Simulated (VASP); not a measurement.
# PrW2I2 (P4/mmm) in VASP: single point with PBE

Aim: the single point of PrW2I2 with PBE.

All numbers are computed with VASP 6.6.1; they aren't measurements. Logs are shortened: lines on timing, memory, paths and dates and some standing lists are left out, and cuts for length are marked.

### Step 1. The cell of the first run

It takes space group P4/mmm (No. 123, tetragonal). Conventional cell: a = 4.954 Å, b = 4.954 Å, c = 5.411 Å, α = 90.00°, β = 90.00°, γ = 90.00°. Within 5.0 Å of Pr (site symmetry 4/mmm) lie 8 I at 3.67 Å and 8 W at 3.68 Å and 4 Pr at 4.95 Å. Within 3.0 Å of W (site symmetry 4mm) lie 1 W at 2.26 Å and 4 I at 2.94 Å. I (site symmetry mmm) has 4 W at 2.94 Å and 4 I at 3.50 Å and 4 Pr at 3.67 Å within 3.9 Å.

The cell was built from a structure type or drawn by symmetry, and may not be a known phase.

### Step 2. Single point, PBE

INCAR reads:

```
SYSTEM = PrW2I2
PREC = Accurate ; ENCUT = 500
EDIFF = 1E-6 ; ISMEAR = 0
SIGMA = 0.2 ; LREAL = .False.
LASPH = .True. ; NELM = 200
ALGO = Normal ; ISIF = 2
LWAVE = .False. ; LCHARG = .True.
GGA = PE ; LELF = .True.
LVHAR = .True. ; NBANDS = 34
GGA_COMPAT = .False. ; LMAXMIX = 6
```

KPOINTS reads:

```
regular mesh
0
Gamma
  4 4 3
  0 0 0
```

POSCAR reads:

```
PrW2I2
1.0
    4.9541751870      0.0000000000      0.0000000000
    0.0000000000      4.9541751870      0.0000000000
    0.0000000000      0.0000000000      5.4111030674
Pr W I
1 2 2
Direct
    0.0000000000      0.0000000000      0.0000000000
    0.5000000000      0.5000000000      0.7911990300
    0.5000000000      0.5000000000      0.2088009700
    0.5000000000      0.0000000000      0.5000000000
    0.0000000000      0.5000000000      0.5000000000
```

Potentials or basis: VASP PAW PBE potentials, release 64 (Pr_3, W_sv, I), 4f in core.

Started as:

```console
cat potpaw_PBE.64/Pr_3/POTCAR potpaw_PBE.64/W_sv/POTCAR potpaw_PBE.64/I/POTCAR > POTCAR
mpirun -np 1 vasp_std > vasp.out
```

OUTCAR:

```text
SYSTEM = PrW2I2
   PREC = Accurate
   ENCUT = 500
   EDIFF = 1E-6
   ISMEAR = 0
   LREAL = .False.
   LASPH = .True.
   NELM = 200
   ISIF = 2
   GGA = PE

 ion  position               nearest neighbor table
   1  0.000  0.000  0.000-   4 3.67   5 3.67   4 3.67   5 3.67   5 3.67   5 3.67   4 3.67   4 3.67
                             2 3.68   3 3.68   2 3.68   3 3.68   2 3.68   3 3.68   2 3.68   3 3.68
   2  0.500  0.500  0.791-   3 2.26   4 2.94   5 2.94   4 2.94   5 2.94   3 3.15   1 3.68   1 3.68
                             1 3.68   1 3.68
   3  0.500  0.500  0.209-   2 2.26   4 2.94   5 2.94   4 2.94   5 2.94   2 3.15   1 3.68   1 3.68
                             1 3.68   1 3.68
   4  0.500  0.000  0.500-   2 2.94   3 2.94   2 2.94   3 2.94   5 3.50   5 3.50   5 3.50   5 3.50
                             1 3.67   1 3.67   1 3.67   1 3.67
   5  0.000  0.500  0.500-   2 2.94   3 2.94   2 2.94   3 2.94   4 3.50   4 3.50   4 3.50   4 3.50
                             1 3.67   1 3.67   1 3.67   1 3.67

  LATTYP: Found a simple tetragonal cell.
 ALAT       =     4.9541751870
 C/A-ratio  =     1.0922308685

  Lattice vectors:

 A1 = (   4.9541751870,   0.0000000000,   0.0000000000)
 A2 = (   0.0000000000,   4.9541751870,   0.0000000000)
 A3 = (   0.0000000000,   0.0000000000,   5.4111030674)

Analysis of symmetry for initial positions (statically):
=====================================================================
 Subroutine PRICEL returns:
 Original cell was already a primitive cell.

 Routine SETGRP: Setting up the symmetry group for a
 simple tetragonal supercell.

 Subroutine GETGRP returns: Found 16 space group operations
 (whereof 16 operations were pure point group operations)
 out of a pool of 16 trial point group operations.

The static configuration has the point symmetry D_4h.

Analysis of symmetry for dynamics (positions and initial velocities):
=====================================================================
 Subroutine PRICEL returns:
 Original cell was already a primitive cell.

 Routine SETGRP: Setting up the symmetry group for a
 simple tetragonal supercell.

 Subroutine GETGRP returns: Found 16 space group operations
 (whereof 16 operations were pure point group operations)
 out of a pool of 16 trial point group operations.

The dynamic configuration has the point symmetry D_4h.

 Subroutine INISYM returns: Found 16 space group operations
 (whereof 16 operations are pure point group operations),
 and found     1 'primitive' translations

----------------------------------------------------------------------------------------

                                     Primitive cell

  volume of cell :     132.8093

  direct lattice vectors                    reciprocal lattice vectors
     4.954175187  0.000000000  0.000000000     0.201849947  0.000000000  0.000000000
     0.000000000  4.954175187  0.000000000     0.000000000  0.201849947  0.000000000
     0.000000000  0.000000000  5.411103067     0.000000000  0.000000000  0.184805203

  length of vectors
     4.954175187  4.954175187  5.411103067     0.201849947  0.201849947  0.184805203

  position of ions in fractional coordinates (direct lattice)
     0.000000000  0.000000000  0.000000000
     0.500000000  0.500000000  0.791199030
     0.500000000  0.500000000  0.208800970
     0.500000000  0.000000000  0.500000000
     0.000000000  0.500000000  0.500000000

  ion indices of the primitive-cell ions
   primitive index   ion index
                 1           1
                 2           2
                 3           3
                 4           4
                 5           5

----------------------------------------------------------------------------------------

 KPOINTS: regular mesh

Automatic generation of k-mesh.
 Grid dimensions read from file:
 generate k-points for:    4    4    3

 Generating k-lattice:

  Cartesian coordinates                     Fractional coordinates (reciprocal lattice)
     0.050462487  0.000000000  0.000000000     0.250000000  0.000000000  0.000000000
     0.000000000  0.050462487  0.000000000     0.000000000  0.250000000  0.000000000
     0.000000000  0.000000000  0.061601734     0.000000000  0.000000000  0.333333333

  Length of vectors
     0.050462487  0.050462487  0.061601734

  Shift w.r.t. Gamma in fractional coordinates (k-lattice)
     0.000000000  0.000000000  0.000000000

 Subroutine IBZKPT returns following result:
 ===========================================

 Found     12 irreducible k-points:

 Following reciprocal coordinates:
            Coordinates               Weight
  0.000000  0.000000  0.000000      1.000000
  0.250000  0.000000  0.000000      4.000000
  0.500000  0.000000  0.000000      2.000000
  0.250000  0.250000  0.000000      4.000000
  0.500000  0.250000  0.000000      4.000000
  0.500000  0.500000  0.000000      1.000000
  0.000000  0.000000  0.333333      2.000000
  0.250000  0.000000  0.333333      8.000000
  0.500000  0.000000  0.333333      4.000000
  0.250000  0.250000  0.333333      8.000000
  0.500000  0.250000  0.333333      8.000000
  0.500000  0.500000  0.333333      2.000000
   k-points           NKPTS =     12   k-points in BZ     NKDIM =     12   number of bands    NBANDS=     34
   number of dos      NEDOS =    301   number of ions     NIONS =      5
   total plane-waves  NPLWV =  51840
   dimension x,y,z NGX =    36 NGY =   36 NGZ =   40
   dimension x,y,z NGXF=    72 NGYF=   72 NGZF=   80
   ions per type =               1   2   2
   NGX,Y,Z   is equivalent  to a cutoff of  12.08, 12.08, 12.29 a.u.
   NGXF,Y,Z  is equivalent  to a cutoff of  24.16, 24.16, 24.58 a.u.
 SYSTEM =  PrW2I2
   PREC   = accura    normal or accurate (medium, high low for compatibility)
   ISTART =      0    job   : 0-new  1-cont  2-samecut
   ICHARG =      2    charge: 1-file 2-atom 10-const
   ISPIN  =      1    spin polarized calculation?
   LNONCOLLINEAR =      F non collinear calculations
   LSORBIT =      F    spin-orbit coupling
   LASPH  =      T    aspherical Exc in radial PAW
   ENCUT  =  500.0 eV  36.75 Ry    6.06 a.u.   9.03  9.03  9.87*2*pi/ulx,y,z
   NELM   =    200;   NELMIN=  2; NELMDL= -5     # of ELM steps
   EDIFF  = 0.1E-05   stopping-criterion for ELM
   LREAL  =      F    real-space projection
   EDIFFG = 0.1E-04   stopping-criterion for IOM
   NSW    =      0    number of steps for IOM
   IBRION =     -1    ionic relax: 0-MD 1-quasi-New 2-CG
   NFREE  =      0    steps in history (QN), initial steepest desc. (CG)
   ISIF   =      2    stress and relaxation
   ISYM   =      2    0-nonsym 1-usesym 2-fastsym
   POTIM  = 0.5000    time-step for ionic-motion
   TEBEG  =    0.0;   TEEND  =   0.0 temperature during run
   PSTRESS=    0.0 pullay stress
   NELECT =      53.0000    total number of electrons
   NUPDOWN=      -1.0000    fix difference up-down
   EMIN   =  10.00;   EMAX   =-10.00  energy-range for DOS
   EFERMI =   0.00;   METHOD = LEGACY
   ISMEAR =     0;   SIGMA  =   0.20  broadening in eV -4-tet -1-fermi 0-gaus
   EFERMI_NEDOS =   21; number of points for ismear=-14 and -15
   IALGO  =     38    algorithm
   IMIX   =      4    mixing-type and parameters
     AMIX     =   0.40;   BMIX     =  1.00
     AMIX_MAG =   1.60;   BMIX_MAG =  1.00
  volume/ion in A,a.u.               =      26.56       179.25
  Fermi-wavevector in a.u.,A,eV,Ry     =   1.205287  2.277663 19.765424  1.452718
  Thomas-Fermi vector in A             =   2.340988
   LORBIT       =      0    0 simple, 1 ext, 2 COOP (PROOUT), +10 PAW based schemes
   GGA     = PE    functional components
   LHFCALC =     F    Hartree Fock is set to
   AEXX    =    0.0000 exact exchange contribution
   IVDW    =     0    specifies the selected vdW correction
   LEPSILON=     F    determine dielectric tensor
   LRPA    =     F    only Hartree local field effects (RPA)
 non-spin polarized calculation
 Gauss-broadening in eV      SIGMA  =   0.20
  energy-cutoff  :      500.00
  volume of cell :      132.81
 maximum number of plane-waves:      3396
   NGX = 19   NGY = 19   NGZ = 19

 number of electron      53.0000008 magnetization

 Free energy of the ion-electron system (eV)
  ---------------------------------------------------
  ext. energy  EPLUGINS =         0.00000000
  ---------------------------------------------------
  free energy    TOTEN  =       -29.97767680 eV

  energy without entropy =      -29.93177867  energy(sigma->0) =      -29.95472774

 E-fermi :   7.6387     XC(G=0): -10.5361

 val. band max:        7.4761899190   @ k =   0.2500   0.2500   0.3333
 cond. band min:       7.7567692774   @ k =   0.2500   0.0000   0.0000
 fundamental gap:      0.2805793585
 Fermi energy:         7.6386585448

 k-point     1 :       0.0000    0.0000    0.0000
  band No.  band energies     occupation
      1     -66.4122      2.00000
      2     -66.1544      2.00000
      3     -31.7277      2.00000
      4     -30.6404      2.00000
      5     -30.6404      2.00000
      6     -30.3570      2.00000
[... 26 lines left out ...]
     33       9.9812      0.00000
     34      10.4050      0.00000

 k-point     2 :       0.2500    0.0000    0.0000
  band No.  band energies     occupation
      1     -66.4122      2.00000
      2     -66.1544      2.00000
      3     -31.7276      2.00000
      4     -30.6419      2.00000
      5     -30.6403      2.00000
      6     -30.3578      2.00000
[... 26 lines left out ...]
     33      10.0764      0.00000
     34      10.7199      0.00000

 k-point     3 :       0.5000    0.0000    0.0000
  band No.  band energies     occupation
      1     -66.4122      2.00000
      2     -66.1544      2.00000
      3     -31.7276      2.00000
      4     -30.6435      2.00000
      5     -30.6402      2.00000
      6     -30.3587      2.00000
[... 26 lines left out ...]
     33      10.3287      0.00000
     34      10.6812      0.00000

 k-point     4 :       0.2500    0.2500    0.0000
  band No.  band energies     occupation
      1     -66.4122      2.00000
      2     -66.1544      2.00000
      3     -31.7276      2.00000
      4     -30.6419      2.00000
      5     -30.6411      2.00000
      6     -30.3578      2.00000
[... 26 lines left out ...]
     33      10.1246      0.00000
     34      10.4568      0.00000

 k-point     5 :       0.5000    0.2500    0.0000
  band No.  band energies     occupation
      1     -66.4122      2.00000
      2     -66.1544      2.00000
      3     -31.7275      2.00000
      4     -30.6426      2.00000
      5     -30.6410      2.00000
      6     -30.3586      2.00000
[... 26 lines left out ...]
     33      10.1746      0.00000
     34      10.6094      0.00000

 k-point     6 :       0.5000    0.5000    0.0000
  band No.  band energies     occupation
      1     -66.4122      2.00000
      2     -66.1544      2.00000
      3     -31.7275      2.00000
      4     -30.6418      2.00000
      5     -30.6418      2.00000
      6     -30.3586      2.00000
[... 26 lines left out ...]
     33       9.9492      0.00000
     34      10.4748      0.00000

 k-point     7 :       0.0000    0.0000    0.3333
  band No.  band energies     occupation
      1     -66.4086      2.00000
      2     -66.1581      2.00000
      3     -31.6483      2.00000
      4     -30.6299      2.00000
      5     -30.6299      2.00000
      6     -30.3681      2.00000
[... 26 lines left out ...]
     33       9.7838      0.00000
     34       9.8351      0.00000

 k-point     8 :       0.2500    0.0000    0.3333
  band No.  band energies     occupation
      1     -66.4086      2.00000
      2     -66.1581      2.00000
      3     -31.6481      2.00000
      4     -30.6315      2.00000
      5     -30.6299      2.00000
      6     -30.3688      2.00000
[... 26 lines left out ...]
     33      10.0393      0.00000
     34      10.0494      0.00000

 k-point     9 :       0.5000    0.0000    0.3333
  band No.  band energies     occupation
      1     -66.4086      2.00000
      2     -66.1581      2.00000
      3     -31.6480      2.00000
      4     -30.6332      2.00000
      5     -30.6298      2.00000
      6     -30.3696      2.00000
[... 26 lines left out ...]
     33       9.8847      0.00000
     34      10.4252      0.00000

 k-point    10 :       0.2500    0.2500    0.3333
  band No.  band energies     occupation
      1     -66.4086      2.00000
      2     -66.1581      2.00000
      3     -31.6480      2.00000
      4     -30.6315      2.00000
      5     -30.6308      2.00000
      6     -30.3688      2.00000
[... 26 lines left out ...]
     33      10.1828      0.00000
     34      10.2135      0.00000

 k-point    11 :       0.5000    0.2500    0.3333
  band No.  band energies     occupation
      1     -66.4086      2.00000
      2     -66.1581      2.00000
      3     -31.6479      2.00000
      4     -30.6324      2.00000
      5     -30.6307      2.00000
      6     -30.3695      2.00000
[... 26 lines left out ...]
     33       9.7606      0.00000
     34      10.2134      0.00000

 k-point    12 :       0.5000    0.5000    0.3333
  band No.  band energies     occupation
      1     -66.4086      2.00000
      2     -66.1581      2.00000
      3     -31.6478      2.00000
      4     -30.6316      2.00000
      5     -30.6316      2.00000
      6     -30.3695      2.00000
[... 26 lines left out ...]
     33       9.4773      0.00000
     34      10.0366      0.00000

------------------------ aborting loop because EDIFF is reached ----------------------------------------

  FORCE on cell =-STRESS in cart. coord.  units (eV):
  Direction    XX          YY          ZZ          XY          YZ          ZX
  --------------------------------------------------------------------------------------
  -------------------------------------------------------------------------------------
  Total       -0.2751199     -0.2751199      0.5525279      0.0000000     -0.0000000      0.0000000
  in kB       -3.3189759     -3.3189759      6.6655540      0.0000000     -0.0000000      0.0000000
  external PRESSURE =       0.0092007 kB  Pullay stress =       0.0000000 kB

 VOLUME and BASIS-vectors are now :
 -----------------------------------------------------------------------------
  energy-cutoff  :      500.00
  volume of cell :      132.81
      direct lattice vectors                 reciprocal lattice vectors
     4.954175187  0.000000000  0.000000000     0.201849947  0.000000000  0.000000000
     0.000000000  4.954175187  0.000000000     0.000000000  0.201849947  0.000000000
     0.000000000  0.000000000  5.411103067     0.000000000  0.000000000  0.184805203

 POSITION                                       TOTAL-FORCE (eV/Angst)
 -----------------------------------------------------------------------------------
      0.00000      0.00000      0.00000         0.000000      0.000000      0.000000
      2.47709      2.47709      4.28126         0.000000      0.000000     -0.252161
      2.47709      2.47709      1.12984         0.000000     -0.000000      0.252161
      2.47709      0.00000      2.70555         0.000000      0.000000      0.000000
      0.00000      2.47709      2.70555         0.000000      0.000000      0.000000
 -----------------------------------------------------------------------------------
    total drift:                                0.000000      0.000000      0.000000

  FREE ENERGIE OF THE ION-ELECTRON SYSTEM (eV)
  ---------------------------------------------------
  free  energy   TOTEN  =       -29.9776768000 eV

  energy  without entropy=      -29.9317786717  energy(sigma->0) =      -29.95472774
```

Run time: 27 s. Hardware: 1 thread of AMD EPYC 9R45 (Zen 5), shared host; peak memory 0.21 GiB.

Results:

```yaml
Free_energy: -29.9777 eV
Pressure: 0.0 GPa
Largest_force: 0.252 eV/Å
Band_gap_on_the_k_mesh: zero (an odd number of electrons rules out a gap without spin polarisation)
```

Forces on the atoms (eV/Å):
```
Pr   0.000  0.000  0.000
W    0.000  0.000 -0.252
W    0.000  0.000  0.252
I    0.000  0.000  0.000
I    0.000  0.000  0.000
```

Stress tensor (GPa, compression positive):
```
-0.33  0.00  0.00
 0.00 -0.33  0.00
 0.00  0.00  0.67
```

Caveat: the k points lie up to 0.39 Å⁻¹ apart, too coarse for converged energies and pressures of a metal; spin-orbit coupling is left out, which moves the levels of the heavy elements; the 4f electrons are frozen in the core, so they carry no moment and show no levels; an odd number of electrons without spin polarisation forces a metal; a magnetic or distorted state may lie lower; the run has no spin polarisation, though such a crystal can be magnetic. Spin polarisation is off, so any magnetic state and its effect on volume and gap are missing.
